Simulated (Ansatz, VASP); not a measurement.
One calculation of SiGe, two programs

```
CELL_PARAMETERS angstrom
3.84209 0.00000 0.00000
-1.92104 3.32735 0.00000
0.00000 0.00000 6.46572
ATOMIC_POSITIONS crystal
Si 0.33333 0.66667 0.00126
Si 0.66667 0.33333 0.50126
Ge 0.33333 0.66667 0.37274
Ge 0.66667 0.33333 0.87274
```

Change from the starting cell: strained cell.

Alike in both runs: functional PBEsol; k mesh 9 × 9 × 6; occupations gaussian, width 0.02 eV; no spin polarisation.

Ansatz relaxed the structure, and its values are those at the end. VASP's run is a single point on that final structure, the one shown.

|  | VASP | Ansatz |
| --- | --- | --- |
| version | VASP 6.6.1 | Ansatz 0.2.0 |
| potentials or method | VASP PAW PBE potentials, release 64 (Si, Ge_d), cutoff 500 eV | scalar-relativistic, plane waves, PAW |
| valence electrons in the cell | 36 | 36 |

|  | VASP | Ansatz | Ansatz less VASP |
| --- | --- | --- | --- |
| gap on the k mesh at the Fermi level (eV) | 0.32 | 0.32 | -0.001 |
| least direct gap on the mesh (eV) | 0.66 | 0.66 | -0.005 |
| pressure (GPa) | 2.2 | 2.3 | +0.05 |

VASP's potentials were made for PBE, not for PBEsol, and Ansatz warns of the same on its side. With one functional, cell and mesh, what is left measures potentials, basis and numerics. Ansatz's warnings: stress scf threshold loose.
